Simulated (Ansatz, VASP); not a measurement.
## La2O3 in VASP and in Ansatz

```xyz
5
Lattice="3.9351 0.0000 0.0000 -1.9676 3.4079 0.0000 0.0000 0.0000 6.1262" Properties=species:S:1:pos:R:3 pbc="T T T"
La    1.9676    1.1360    4.6182
La    0.0000    2.2719    1.5080
O     1.9676    1.1360    2.1680
O     0.0000    2.2719    3.9582
O     0.0000    0.0000    0.0000
```

Alike in both runs: task single point; functional r2SCAN; k mesh 12 × 12 × 4; no spin polarisation.

```csv
,VASP,Ansatz
version,VASP 6.6.1,Ansatz 0.2.0
potentials or method,"VASP PAW PBE potentials, release 64 (La, O)","plane waves, PAW"
plane-wave cutoff (eV),520,500
occupations,"gaussian, width 0.01 eV",fixed
valence electrons in the cell,40,40
```

|  | VASP | Ansatz | Ansatz less VASP |
| --- | --- | --- | --- |
| gap on the k mesh at the Fermi level (eV) | 4.24 | 4.23 | -0.015 |
| pressure (GPa) | -0.4 | 0.0 | +0.44 |
| traceless stress, the component that is largest in VASP (GPa) | 0.07 | 0.00 | -0.079 |
| rms of the force components (eV/Å) | 0.008 | 0.001 | -0.0069 |

VASP's potentials were made for PBE, not for r2SCAN. Atom by atom the forces differ by 0.009 eV/Å (rms over components).

Spin-orbit coupling is off throughout.
